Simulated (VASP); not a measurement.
# VCr2Si2 (Cmcm) in VASP: single point with PBE+U

Aim: the single point of VCr2Si2 with PBE+U.

Everything below comes from runs of VASP 6.6.1. Logs are shortened: lines on timing, memory, paths and dates and some standing lists are left out, and cuts for length are marked.

## (1) The cell of the first run

Symmetry: Cmcm, No. 63, orthorhombic system. The conventional cell has a = 3.158 Å, b = 10.272 Å, c = 7.744 Å, α = 90.00°, β = 90.00°, γ = 90.00°. Within 3.3 Å of Cr (site symmetry m) lie 5 Si at 2.21 to 2.69 Å and 6 Cr at 2.80 to 3.16 Å and 5 V at 2.97 to 3.21 Å. Within 3.3 Å of V (site symmetry m2m) lie 4 Si at 2.16 to 2.21 Å and 10 Cr at 2.97 to 3.21 Å and 2 V at 3.16 Å. Si (site symmetry m2m) has 2 V at 2.21 Å and 6 Cr at 2.41 to 2.69 Å within 2.9 Å. Within 2.9 Å of Si (site symmetry 2/m) lie 2 V at 2.16 Å and 4 Cr at 2.21 Å.

## (2) Single point, PBE+U

Input file INCAR:

```
SYSTEM = VCr2Si2
ALGO = Normal
EDIFF = 1E-6
ENCUT = 600
GGA = PE
GGA_COMPAT = .FALSE.
ISIF = 2
ISMEAR = 0
LASPH = .TRUE.
LCHARG = .TRUE.
LDAU = .TRUE.
LDAUJ = 0 0 0
LDAUL = -1 2 -1
LDAUPRINT = 1
LDAUTYPE = 2
LDAUU = 0 4 0
LELF = .TRUE.
LMAXMIX = 4
LREAL = .FALSE.
LVHAR = .TRUE.
LWAVE = .FALSE.
NBANDS = 60
NELM = 200
PREC = Accurate
SIGMA = 0.1595
```

Input file KPOINTS:

```
k-points
0
G
  6 6 3
  0 0 0
```

Input file POSCAR:

```
VCr2Si2
1.0
    3.1577990000      0.0000000000      0.0000000000
    1.5789000000     -5.1361260000      0.0000000000
    0.0000000000      0.0000000000     -7.7440210000
Cr V Si
4 2 4
Direct
    0.1420000000      0.7160000000      0.9310000000
    0.8580000000      0.2840000000      0.4310000000
    0.8580000000      0.2840000000      0.0690000000
    0.1420000000      0.7160000000      0.5690000000
    0.4060000000      0.1880000000      0.7500000000
    0.5940000000      0.8120000000      0.2500000000
    0.7550000000      0.4900000000      0.7500000000
    0.2450000000      0.5100000000      0.2500000000
    0.5000000000      0.0000000000      0.0000000000
    0.5000000000      0.0000000000      0.5000000000
```

Potentials or basis: VASP PAW PBE potentials, release 64 (Cr_sv, V_sv, Si).

Launch:

```bash
$ cat potpaw_PBE.64/Cr_sv/POTCAR potpaw_PBE.64/V_sv/POTCAR potpaw_PBE.64/Si/POTCAR > POTCAR
$ mpirun -np 1 vasp_std > vasp.out
```

OUTCAR:

```text
SYSTEM = VCr2Si2
   EDIFF = 1E-6
   ENCUT = 600
   GGA = PE
   ISIF = 2
   ISMEAR = 0
   LASPH = .TRUE.
   LREAL = .FALSE.
   NELM = 200
   PREC = Accurate

 ion  position               nearest neighbor table
   1  0.142  0.716  0.931-   9 2.21   9 2.21   7 2.41   7 2.41   8 2.69
   2  0.858  0.284  0.431-  10 2.21  10 2.21   8 2.41   8 2.41   7 2.69
   3  0.858  0.284  0.069-   9 2.21   9 2.21   8 2.41   8 2.41   7 2.69
   4  0.142  0.716  0.569-  10 2.21  10 2.21   7 2.41   7 2.41   8 2.69
   5  0.406  0.188  0.750-   9 2.16  10 2.16   7 2.21   7 2.21
   6  0.594  0.812  0.250-   9 2.16  10 2.16   8 2.21   8 2.21
   7  0.755  0.490  0.750-   5 2.21   5 2.21   1 2.41   4 2.41   4 2.41   1 2.41   2 2.69   3 2.69

   8  0.245  0.510  0.250-   6 2.21   6 2.21   2 2.41   3 2.41   2 2.41   3 2.41   1 2.69   4 2.69

   9  0.500  0.000  0.000-   5 2.16   6 2.16   1 2.21   3 2.21   3 2.21   1 2.21
  10  0.500  0.000  0.500-   5 2.16   6 2.16   4 2.21   2 2.21   4 2.21   2 2.21

  LATTYP: Found a base centered orthorhombic cell.
 ALAT       =     3.1577990000
 B/A-ratio  =     3.2529784195
 C/A-ratio  =     2.4523476637

  Lattice vectors:

 A1 = (   1.5788990000,   5.1361260000,   0.0000000000)
 A2 = (   1.5789000000,  -5.1361260000,   0.0000000000)
 A3 = (   0.0000000000,   0.0000000000,  -7.7440210000)

Analysis of symmetry for initial positions (statically):
=====================================================================
 Subroutine PRICEL returns:
 Original cell was already a primitive cell.

 Routine SETGRP: Setting up the symmetry group for a
 base centered orthorhombic supercell.

 Subroutine GETGRP returns: Found  8 space group operations
 (whereof  4 operations were pure point group operations)
 out of a pool of  8 trial point group operations.

The static configuration has the point symmetry C_2h.
 The point group associated with its full space group is D_2h.

Analysis of symmetry for dynamics (positions and initial velocities):
=====================================================================
 Subroutine PRICEL returns:
 Original cell was already a primitive cell.

 Routine SETGRP: Setting up the symmetry group for a
 base centered orthorhombic supercell.

 Subroutine GETGRP returns: Found  8 space group operations
 (whereof  4 operations were pure point group operations)
 out of a pool of  8 trial point group operations.

The dynamic configuration has the point symmetry C_2h.
 The point group associated with its full space group is D_2h.

 Subroutine INISYM returns: Found  8 space group operations
 (whereof  4 operations are pure point group operations),
 and found     1 'primitive' translations

----------------------------------------------------------------------------------------

                                     Primitive cell

  volume of cell :     125.5991

  direct lattice vectors                    reciprocal lattice vectors
     3.157799000  0.000000000  0.000000000     0.316676267  0.097349668  0.000000000
     1.578900000 -5.136126000  0.000000000     0.000000000 -0.194699273  0.000000000
     0.000000000  0.000000000 -7.744021000     0.000000000  0.000000000 -0.129131881

  length of vectors
     3.157799000  5.373333742  7.744021000     0.331301699  0.194699273  0.129131881

  position of ions in fractional coordinates (direct lattice)
     0.142000000  0.716000000  0.931000000
[... 145 lines left out ...]
  0.0000 -0.0000  0.4329 -0.0000 -0.0521
 -0.0000 -0.0000 -0.0000  0.2259 -0.0000
 -0.0000  0.0000 -0.0521 -0.0000  0.1865

spin component  2

  0.4871  0.0000  0.0000 -0.0000 -0.0000
  0.0000  0.3423 -0.0000 -0.0000  0.0000
  0.0000 -0.0000  0.4329 -0.0000 -0.0521
 -0.0000 -0.0000 -0.0000  0.2259 -0.0000
 -0.0000  0.0000 -0.0521 -0.0000  0.1865

 occupancies and eigenvectors

  o =  0.1759  v = -0.0000  0.0000 -0.1986 -0.0000 -0.9801  0.0000  0.0000  0.0000  0.0000  0.0000      0.0000  0.0000  0.0000  0.0000  0.0000  0.0000  0.0000  0.0000  0.0000  0.0000
  o =  0.1759  v =  0.0000  0.0000  0.0000  0.0000  0.0000 -0.0000  0.0000 -0.1986 -0.0000 -0.9801      0.0000  0.0000  0.0000  0.0000  0.0000  0.0000  0.0000  0.0000  0.0000  0.0000
  o =  0.2259  v =  0.0000  0.0000 -0.0000  1.0000  0.0000  0.0000  0.0000  0.0000  0.0000  0.0000      0.0000  0.0000  0.0000  0.0000  0.0000  0.0000  0.0000  0.0000  0.0000  0.0000
  o =  0.2259  v =  0.0000  0.0000  0.0000  0.0000  0.0000  0.0000  0.0000 -0.0000  1.0000  0.0000      0.0000  0.0000  0.0000  0.0000  0.0000  0.0000  0.0000  0.0000  0.0000  0.0000
  o =  0.3423  v =  0.0000  0.0000  0.0000  0.0000  0.0000 -0.0000  1.0000  0.0000 -0.0000  0.0000      0.0000  0.0000  0.0000  0.0000  0.0000  0.0000  0.0000  0.0000  0.0000  0.0000
  o =  0.3423  v = -0.0000  1.0000  0.0000 -0.0000  0.0000  0.0000  0.0000  0.0000  0.0000  0.0000      0.0000  0.0000  0.0000  0.0000  0.0000  0.0000  0.0000  0.0000  0.0000  0.0000
  o =  0.4434  v =  0.0000  0.0000  0.0000  0.0000  0.0000 -0.0000  0.0000  0.9801 -0.0000 -0.1986      0.0000  0.0000  0.0000  0.0000  0.0000  0.0000  0.0000  0.0000  0.0000  0.0000
  o =  0.4434  v = -0.0000  0.0000  0.9801 -0.0000 -0.1986  0.0000  0.0000  0.0000  0.0000  0.0000      0.0000  0.0000  0.0000  0.0000  0.0000  0.0000  0.0000  0.0000  0.0000  0.0000
  o =  0.4871  v = -1.0000 -0.0000 -0.0000  0.0000  0.0000  0.0000  0.0000  0.0000  0.0000  0.0000      0.0000  0.0000  0.0000  0.0000  0.0000  0.0000  0.0000  0.0000  0.0000  0.0000
  o =  0.4871  v =  0.0000  0.0000  0.0000  0.0000  0.0000 -1.0000 -0.0000 -0.0000  0.0000  0.0000      0.0000  0.0000  0.0000  0.0000  0.0000  0.0000  0.0000  0.0000  0.0000  0.0000

atom =   6  type =  2  l = 2

 onsite density matrix

spin component  1

  0.4871  0.0000  0.0000 -0.0000 -0.0000
  0.0000  0.3423 -0.0000 -0.0000  0.0000
  0.0000 -0.0000  0.4329 -0.0000 -0.0521
 -0.0000 -0.0000 -0.0000  0.2259 -0.0000
 -0.0000  0.0000 -0.0521 -0.0000  0.1865

spin component  2

  0.4871  0.0000  0.0000 -0.0000 -0.0000
  0.0000  0.3423 -0.0000 -0.0000  0.0000
  0.0000 -0.0000  0.4329 -0.0000 -0.0521
 -0.0000 -0.0000 -0.0000  0.2259 -0.0000
 -0.0000  0.0000 -0.0521 -0.0000  0.1865

 occupancies and eigenvectors

  o =  0.1759  v =  0.0000 -0.0000  0.1986  0.0000  0.9801  0.0000  0.0000  0.0000  0.0000  0.0000      0.0000  0.0000  0.0000  0.0000  0.0000  0.0000  0.0000  0.0000  0.0000  0.0000
  o =  0.1759  v =  0.0000  0.0000  0.0000  0.0000  0.0000  0.0000 -0.0000  0.1986  0.0000  0.9801      0.0000  0.0000  0.0000  0.0000  0.0000  0.0000  0.0000  0.0000  0.0000  0.0000
  o =  0.2259  v = -0.0000 -0.0000  0.0000 -1.0000  0.0000  0.0000  0.0000  0.0000  0.0000  0.0000      0.0000  0.0000  0.0000  0.0000  0.0000  0.0000  0.0000  0.0000  0.0000  0.0000
  o =  0.2259  v =  0.0000  0.0000  0.0000  0.0000  0.0000 -0.0000 -0.0000  0.0000 -1.0000  0.0000      0.0000  0.0000  0.0000  0.0000  0.0000  0.0000  0.0000  0.0000  0.0000  0.0000
  o =  0.3423  v = -0.0000  1.0000  0.0000 -0.0000  0.0000  0.0000  0.0000  0.0000  0.0000  0.0000      0.0000  0.0000  0.0000  0.0000  0.0000  0.0000  0.0000  0.0000  0.0000  0.0000
  o =  0.3423  v =  0.0000  0.0000  0.0000  0.0000  0.0000 -0.0000  1.0000  0.0000 -0.0000  0.0000      0.0000  0.0000  0.0000  0.0000  0.0000  0.0000  0.0000  0.0000  0.0000  0.0000
  o =  0.4434  v =  0.0000  0.0000  0.0000  0.0000  0.0000  0.0000  0.0000 -0.9801  0.0000  0.1986      0.0000  0.0000  0.0000  0.0000  0.0000  0.0000  0.0000  0.0000  0.0000  0.0000
  o =  0.4434  v =  0.0000  0.0000 -0.9801  0.0000  0.1986  0.0000  0.0000  0.0000  0.0000  0.0000      0.0000  0.0000  0.0000  0.0000  0.0000  0.0000  0.0000  0.0000  0.0000  0.0000
  o =  0.4871  v = -1.0000 -0.0000 -0.0000  0.0000  0.0000  0.0000  0.0000  0.0000  0.0000  0.0000      0.0000  0.0000  0.0000  0.0000  0.0000  0.0000  0.0000  0.0000  0.0000  0.0000
  o =  0.4871  v =  0.0000  0.0000  0.0000  0.0000  0.0000 -1.0000 -0.0000 -0.0000  0.0000  0.0000      0.0000  0.0000  0.0000  0.0000  0.0000  0.0000  0.0000  0.0000  0.0000  0.0000

 number of electron      97.9999994 magnetization

 Free energy of the ion-electron system (eV)
  ---------------------------------------------------
  ext. energy  EPLUGINS =         0.00000000
  ---------------------------------------------------
  free energy    TOTEN  =       -65.92769579 eV

  energy without entropy =      -65.77385444  energy(sigma->0) =      -65.85077511

 E-fermi :  11.6972     XC(G=0): -12.5360

 val. band max:       11.6874348230   @ k =   0.5000   0.0000   0.3333
 cond. band min:      11.7056847691   @ k =  -0.1667   0.1667   0.3333
 fundamental gap:      0.0182499462
 Fermi energy:        11.6971837260

 k-point     1 :       0.0000    0.0000    0.0000
  band No.  band energies     occupation
      1     -59.8786      2.00000
      2     -59.8686      2.00000
      3     -59.8641      2.00000
      4     -59.8542      2.00000
      5     -52.6420      2.00000
      6     -52.6414      2.00000
[... 1501 lines left out ...]
     59      13.5046      0.00000
     60      13.5251      0.00000

 [... further k-points ...]

------------------------ aborting loop because EDIFF is reached ----------------------------------------

  FORCE on cell =-STRESS in cart. coord.  units (eV):
  Direction    XX          YY          ZZ          XY          YZ          ZX
  --------------------------------------------------------------------------------------
  -------------------------------------------------------------------------------------
  Total       18.3186892     14.3463559     17.5289842     -0.0000014     -0.0000000      0.0000000
  in kB      233.6782564    183.0060759    223.6045610     -0.0000178     -0.0000000      0.0000000
  external PRESSURE =     213.4296311 kB  Pullay stress =       0.0000000 kB

 VOLUME and BASIS-vectors are now :
 -----------------------------------------------------------------------------
  energy-cutoff  :      600.00
  volume of cell :      125.60
      direct lattice vectors                 reciprocal lattice vectors
     3.157799000  0.000000000  0.000000000     0.316676267  0.097349668  0.000000000
     1.578900000 -5.136126000  0.000000000     0.000000000 -0.194699273  0.000000000
     0.000000000  0.000000000 -7.744021000     0.000000000  0.000000000 -0.129131881

 POSITION                                       TOTAL-FORCE (eV/Angst)
 -----------------------------------------------------------------------------------
      1.57890     -3.67747     -7.20968        -0.000000      1.089537     -0.023393
      3.15780     -1.45866     -3.33767         0.000000     -1.089537     -0.023393
      3.15780     -1.45866     -0.53434         0.000000     -1.089537      0.023393
      1.57890     -3.67747     -4.40635        -0.000000      1.089537      0.023393
      1.57890     -0.96559     -5.80802        -0.000000      1.304438     -0.000000
      3.15780     -4.17053     -1.93601         0.000000     -1.304438      0.000000
      3.15780     -2.51670     -5.80802         0.000000     -2.709950     -0.000000
      1.57890     -2.61942     -1.93601        -0.000000      2.709950      0.000000
      1.57890      0.00000      0.00000        -0.000000      0.000000     -0.000000
      1.57890      0.00000     -3.87201         0.000000      0.000000     -0.000000
 -----------------------------------------------------------------------------------
    total drift:                               -0.000000     -0.000000      0.000000

  FREE ENERGIE OF THE ION-ELECTRON SYSTEM (eV)
  ---------------------------------------------------
  free  energy   TOTEN  =       -65.9276957880 eV

  energy  without entropy=      -65.7738544397  energy(sigma->0) =      -65.85077511
```

Run time: 4.2 min. Hardware: 1 thread of Intel Xeon 6975P-C (Granite Rapids), shared host; peak memory 0.38 GiB.

Results:

| Item | Value |
| --- | --- |
| Free energy | -65.9277 eV |
| Pressure | 21.3 GPa |
| Largest force | 2.710 eV/Å |
| Band gap on the k mesh | zero (bands 49 and 50 overlap by 0.72 eV) |

Forces in eV/Å, atoms in the order of the input:
```
Cr   0.000  1.090 -0.023
Cr   0.000 -1.090 -0.023
Cr   0.000 -1.090  0.023
Cr   0.000  1.090  0.023
V    0.000  1.304  0.000
V    0.000 -1.304  0.000
Si   0.000 -2.710  0.000
Si   0.000  2.710  0.000
Si   0.000  0.000  0.000
Si   0.000  0.000  0.000
```

Levels at points of the mesh, in eV from the Fermi level:
```
           k point  band 46  band 47  band 48  band 49  band 50  band 51  band 52  band 53
(0.00, 0.00, 0.00)    -0.87    -0.73    -0.38    -0.35    -0.34    -0.16    -0.01     0.46
(0.50, 0.00, 0.00)    -0.96    -0.38    -0.15     0.25     0.32     0.70     0.78     0.83
(0.00, 0.50, 0.00)    -0.80    -0.71    -0.36    -0.18    -0.08    -0.02     0.27     0.31
```

Eigenvalues of the final occupation matrices:
| site | spin | trace | eigenvalues |
| --- | --- | --- | --- |
| site 5 d | 1 | 1.67 | 0.18 0.23 0.34 0.44 0.49 |
| site 5 d | 2 | 1.67 | 0.18 0.23 0.34 0.44 0.49 |
| site 6 d | 1 | 1.67 | 0.18 0.23 0.34 0.44 0.49 |
| site 6 d | 2 | 1.67 | 0.18 0.23 0.34 0.44 0.49 |

Caveat: the cell stands under pressure; the run has no spin polarisation, though such a crystal can be magnetic; U without spin polarisation on a metal has little footing; the U is typed as a test and isn't derived for this compound; forces of over 1 eV/Å act on the atoms, so gaps and moduli don't describe the material at rest. Spin polarisation is off, so any magnetic state and its effect on volume and gap are missing.
